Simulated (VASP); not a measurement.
# Pd (Fm-3m) in VASP: a series of runs, part 2 of 2

VASP 6.6.1. Earlier steps stand in the parts before.

### 3 Relaxation of cell and atoms, PBEsol, target pressure 10 GPa, at which the enthalpy is minimised

File INCAR:

```
ALGO = Normal
EDIFF = 1E-6
EDIFFG = -0.005
ENCUT = 600
GGA = PS
IBRION = 2
ISIF = 3
ISMEAR = -1
LASPH = T
LCHARG = F
LREAL = F
LWAVE = F
NELM = 80
NSW = 80
PREC = Accurate
PSTRESS = 100.0
SIGMA = 0.05
```

File KPOINTS:

```
k-points
0
Gamma
  12 12 12
```

File POSCAR:

```
Pd
1.0
    0.0000000000      1.9465000000      1.9465000000
    1.9465000000      0.0000000000      1.9465000000
    1.9465000000      1.9465000000      0.0000000000
Pd
1
Direct
    0.0000000000      0.0000000000      0.0000000000
```

Potentials or basis: VASP PAW PBE potentials, release 64 (Pd).

On the command line:

```sh
$ cat potpaw_PBE.64/Pd/POTCAR > POTCAR
$ mpirun -np 1 vasp_std > vasp.out
```

OUTCAR:

```text
EDIFF = 1E-6
   EDIFFG = -0.005
   ENCUT = 600
   GGA = PS
   IBRION = 2
   ISIF = 3
   ISMEAR = -1
   LASPH = T
   LREAL = F
   NELM = 80
   NSW = 80
   PREC = Accurate
   PSTRESS = 100.0

 ion  position               nearest neighbor table
   1  0.000  0.000  0.000-

  LATTYP: Found a face centered cubic cell.
 ALAT       =     3.8930000000

  Lattice vectors:

 A1 = (   0.0000000000,   1.9465000000,   1.9465000000)
 A2 = (   1.9465000000,   0.0000000000,   1.9465000000)
 A3 = (   1.9465000000,   1.9465000000,   0.0000000000)

Analysis of symmetry for initial positions (statically):
[... 33 lines left out ...]
                                     Primitive cell

  volume of cell :      14.7500

  direct lattice vectors                    reciprocal lattice vectors
     0.000000000  1.946500000  1.946500000    -0.256871307  0.256871307  0.256871307
     1.946500000  0.000000000  1.946500000     0.256871307 -0.256871307  0.256871307
     1.946500000  1.946500000  0.000000000     0.256871307  0.256871307 -0.256871307

  length of vectors
     2.752766699  2.752766699  2.752766699     0.444914156  0.444914156  0.444914156

  position of ions in fractional coordinates (direct lattice)
     0.000000000  0.000000000  0.000000000

  ion indices of the primitive-cell ions
   primitive index   ion index
                 1           1

----------------------------------------------------------------------------------------

 KPOINTS: k-points

Automatic generation of k-mesh.
 Grid dimensions read from file:
 generate k-points for:   12   12   12

 Generating k-lattice:

  Cartesian coordinates                     Fractional coordinates (reciprocal lattice)
    -0.021405942  0.021405942  0.021405942     0.083333333  0.000000000  0.000000000
     0.021405942 -0.021405942  0.021405942     0.000000000  0.083333333  0.000000000
     0.021405942  0.021405942 -0.021405942     0.000000000  0.000000000  0.083333333

  Length of vectors
     0.037076180  0.037076180  0.037076180

  Shift w.r.t. Gamma in fractional coordinates (k-lattice)
     0.000000000  0.000000000  0.000000000
[... 53 lines left out ...]
   EDIFFG = -.5E-02   stopping-criterion for IOM
   NSW    =     80    number of steps for IOM
   IBRION =      2    ionic relax: 0-MD 1-quasi-New 2-CG
   NFREE  =      1    steps in history (QN), initial steepest desc. (CG)
   ISIF   =      3    stress and relaxation
   ISYM   =      2    0-nonsym 1-usesym 2-fastsym
   POTIM  = 0.5000    time-step for ionic-motion
   TEBEG  =    0.0;   TEEND  =   0.0 temperature during run
   PSTRESS=  100.0 pullay stress
   NELECT =      10.0000    total number of electrons
   NUPDOWN=      -1.0000    fix difference up-down
   EMIN   =  10.00;   EMAX   =-10.00  energy-range for DOS
   EFERMI =   0.00;   METHOD = LEGACY
   ISMEAR =    -1;   SIGMA  =   0.05  broadening in eV -4-tet -1-fermi 0-gaus
   EFERMI_NEDOS =   21; number of points for ismear=-14 and -15
   IALGO  =     38    algorithm
   IMIX   =      4    mixing-type and parameters
     AMIX     =   0.40;   BMIX     =  1.00
     AMIX_MAG =   1.60;   BMIX_MAG =  1.00
  volume/ion in A,a.u.               =      14.75        99.54
  Fermi-wavevector in a.u.,A,eV,Ry     =   1.438171  2.717748 28.141404  2.068335
  Thomas-Fermi vector in A             =   2.557167
   LORBIT       =      0    0 simple, 1 ext, 2 COOP (PROOUT), +10 PAW based schemes
   GGA     = PS    functional components
   LHFCALC =     F    Hartree Fock is set to
   AEXX    =    0.0000 exact exchange contribution
   IVDW    =     0    specifies the selected vdW correction
   LEPSILON=     F    determine dielectric tensor
   LRPA    =     F    only Hartree local field effects (RPA)
 conjugate gradient relaxation of ions
 non-spin polarized calculation
  energy-cutoff  :      600.00
  volume of cell :       14.75
 maximum number of plane-waves:       531
 NGX is ok and might be reduce to    24
   NGX = 11   NGY = 11   NGZ = 11

--------------------------------------- Ionic step        1  -------------------------------------------

 number of electron      10.0000000 magnetization

 number of electron       9.9999999 magnetization

 Free energy of the ion-electron system (eV)
  ---------------------------------------------------
  ext. energy  EPLUGINS =         0.00000000
  ---------------------------------------------------
  free energy    TOTEN  =        -5.97336457 eV

  energy without entropy =       -5.95374809  energy(sigma->0) =       -5.96355633

 E-fermi :   9.5878     XC(G=0): -13.3825

 val. band max:        9.5859107813   @ k =   0.5000   0.0000   0.0000
 cond. band min:       9.5879427966   @ k =   0.5000   0.4167   0.0833
 fundamental gap:      0.0020320152
 Fermi energy:         9.5878402702

 k-point     1 :       0.0000    0.0000    0.0000
  band No.  band energies     occupation
      1       2.3805      2.00000
      2       6.7517      2.00000
      3       6.7517      2.00000
      4       6.7517      2.00000
      5       8.3845      2.00000
      6       8.3845      2.00000
      7      26.7476      0.00000
      8      31.5186      0.00000
      9      31.5186      0.00000
[... 497 lines left out ...]
--------------------------------------- Ionic step        7  -------------------------------------------

 number of electron      10.0000001 magnetization

 Free energy of the ion-electron system (eV)
  ---------------------------------------------------
  ext. energy  EPLUGINS =         0.00000000
  ---------------------------------------------------
  free energy    TOTEN  =        -5.95774157 eV

  energy without entropy =       -5.93979893  energy(sigma->0) =       -5.94877025

 E-fermi :  10.6369     XC(G=0): -13.7571

 val. band max:       10.6342445059   @ k =   0.4167   0.2500   0.0000
 cond. band min:      10.6389939739   @ k =   0.5000   0.0000   0.0000
 fundamental gap:      0.0047494681
 Fermi energy:        10.6368579050

 k-point     1 :       0.0000    0.0000    0.0000
  band No.  band energies     occupation
      1       2.9497      2.00000
      2       7.5119      2.00000
      3       7.5119      2.00000
      4       7.5119      2.00000
      5       9.3113      2.00000
      6       9.3113      2.00000
      7      27.8020      0.00000
      8      32.9192      0.00000
      9      32.9192      0.00000
[... 308 lines left out ...]
  energy  without entropy=       -5.9397989307  energy(sigma->0) =       -5.94877025

  enthalpy is  TOTEN    =        -5.0904875610 eV   P V=        0.8672540076

 reached required accuracy - stopping structural energy minimisation
```

OSZICAR:

```text
N       E                     dE             d eps       ncg     rms          rms(c)
DAV:   1     0.444130133243E+02    0.44413E+02   -0.57262E+03  1296   0.117E+03
[... 50 lines left out ...]
   6 F= -.50904625E+01 E0= -.50814727E+01  d E =0.179176E-04
       N       E                     dE             d eps       ncg     rms          rms(c)
DAV:   1    -0.595798603277E+01    0.99375E-03   -0.50880E-03  1311   0.822E-01    0.110E-01
DAV:   2    -0.595774278558E+01    0.24325E-03   -0.10982E-03  1303   0.313E-01    0.277E-02
DAV:   3    -0.595774031659E+01    0.24690E-05   -0.15701E-05  1565   0.319E-02    0.157E-02
DAV:   4    -0.595774158317E+01   -0.12666E-05   -0.30285E-06  1450   0.151E-02    0.102E-03
DAV:   5    -0.595774156866E+01    0.14512E-07   -0.26752E-08   651   0.163E-03
   7 F= -.50904876E+01 E0= -.50815162E+01  d E =-.718113E-05
```

CONTCAR:

```text
Pd
   1.00000000000000
     0.0000000000000000    1.9081344275906276    1.9081344275906276
     1.9081344275906276    0.0000000000000000    1.9081344275906276
     1.9081344275906276    1.9081344275906276   -0.0000000000000000
  Pd
     1
Direct
     0.0000000000000000    0.0000000000000000    0.0000000000000000

  0.00000000E+00  0.00000000E+00  0.00000000E+00
```

Wall time 21 s (1 thread of Intel Xeon 6975P-C (Granite Rapids), shared host); peak memory 0.16 GiB.

Results:

```yaml
Free_energy: -5.9577 eV
Relaxed_volume: 13.89 Å³/atom
Relaxed_cell: a = 2.699 Å, b = 2.699 Å, c = 2.699 Å, α = 60.00°, β = 60.00°, γ = 60.00°
Space_group_after_relaxing_to_0.05_Å: Fm-3m (No. 225)
Energy_change_on_relaxing_the_enthalpy_is_what_falls: +15.6 meV/atom
Ionic_steps: 7
Pressure_after_relaxing: 10.0 GPa
Band_gap_on_the_k_mesh: zero (band 5 reaches 10.99 eV, above the bottom of band 6 at 9.23 eV)
```

The path:
```
step  energy change (eV)  largest force (eV/Å)  pressure (GPa)  volume (Å³)
   1              0.0000                0.0000           -3.26        14.75
   2              0.3072                0.0000           53.45        12.29
   3              0.0136                0.0000            9.36        13.93
   4              0.0153                0.0000            9.89        13.90
   5              0.0164                0.0000           10.21        13.88
   6              0.0144                0.0000            9.63        13.92
   7              0.0156                0.0000            9.99        13.89
```

Final structure:
```
Pd
1.0
     0.00000    1.90813    1.90813
     1.90813    0.00000    1.90813
     1.90813    1.90813    0.00000
Pd
1
Direct
  0.00000 0.00000 0.00000
```

Caveat: the cell is relaxed towards a set pressure, so the enthalpy falls and the energy may rise; the PAW data sets were made with another functional, which shifts forces and pressure a little.

### 4 Relaxation of cell and atoms, PBEsol, target pressure 20 GPa, at which the enthalpy is minimised

File INCAR:

```
ALGO = Normal ; EDIFF = 1E-7
EDIFFG = -0.005 ; ENCUT = 600
GGA = PS ; IBRION = 2
ISIF = 3 ; ISMEAR = -1
LASPH = T ; LCHARG = F
LREAL = F ; LWAVE = F
NELM = 80 ; NSW = 80
PREC = Accurate ; PSTRESS = 200.0
SIGMA = 0.05
```

KPOINTS is that of step 3.

POSCAR is that of step 3.

On the command line:

```sh
$ cat potpaw_PBE.64/Pd/POTCAR > POTCAR
$ mpirun -np 1 vasp_std > vasp.out
```

Run time: 17 s. Hardware: 1 thread of Intel Xeon 6975P-C (Granite Rapids), shared host; peak memory 0.16 GiB.

It converged, with:

| Item | Value |
| --- | --- |
| Free energy | -5.9130 eV |
| Relaxed volume | 13.41 Å³/atom |
| Relaxed cell | a = 2.667 Å, b = 2.667 Å, c = 2.667 Å, α = 60.00°, β = 60.00°, γ = 60.00° |
| Space group after relaxing (to 0.05 Å) | Fm-3m (No. 225) |
| Energy change on relaxing (the enthalpy is what falls) | +60.3 meV/atom |
| Ionic steps | 5 |
| Pressure after relaxing | 20.0 GPa |
| Band gap on the k mesh | zero (band 5 reaches 11.67 eV, above the bottom of band 6 at 9.81 eV) |

Step by step:
| step | energy change (eV) | largest force (eV/Å) | pressure (GPa) | volume (Å³) |
| --- | --- | --- | --- | --- |
| 1 | 0.0000 | 0.0000 | -3.27 | 14.75 |
| 2 | 1.2840 | 0.0000 | 146.72 | 10.63 |
| 3 | 0.0477 | 0.0000 | 17.63 | 13.52 |
| 4 | 0.0560 | 0.0000 | 19.22 | 13.45 |
| 5 | 0.0603 | 0.0000 | 20.04 | 13.41 |

Final structure:
```yaml
crystal:
  lattice:
    - [0.00000, 1.88577, 1.88577]
    - [1.88577, 0.00000, 1.88577]
    - [1.88577, 1.88577, 0.00000]
  atoms:
    - { symbol: Pd, position: [0.00000, 0.00000, 0.00000] }
```

Levels at points of the mesh, in eV from the Fermi level:
```
           k point  band 1  band 2  band 3  band 4  band 5  band 6  band 7  band 8  band 9
(0.00, 0.00, 0.00)   -7.98   -3.31   -3.31   -3.31   -1.40   -1.40   17.15   22.47   22.47
(0.50, 0.00, 0.00)   -6.12   -3.37   -3.37    0.00    0.00    0.73    8.09   16.53   21.95
(0.50, 0.50, 0.00)   -6.28   -5.95   -0.02    0.37    0.37    3.27   11.78   13.66   13.66
```

Caveat: the cell is relaxed towards a set pressure, so the enthalpy falls and the energy may rise; the PAW data sets were made with another functional, which shifts forces and pressure a little.

### 5 The runs side by side

| cell | gap on the mesh (eV) | pressure (GPa) |
| --- | --- | --- |
| relaxed to 5 GPa | none | 5.0 |
| relaxed to 10 GPa | none | 10.0 |
| relaxed to 20 GPa | none | 20.0 |

Alike in all rows: task relaxation of cell and atoms; level PBEsol; potentials or basis VASP PAW PBE potentials, release 64 (Pd); no spin polarisation; k mesh 12 × 12 × 12; cutoff (eV) 600; smearing fermi-dirac 0.05 eV.

Caveats: the cell is relaxed towards a set pressure, so the enthalpy falls and the energy may rise; the PAW data sets were made with another functional, which shifts forces and pressure a little.

Total energies depend on the potentials used, so only differences within one code and one set of settings carry meaning.
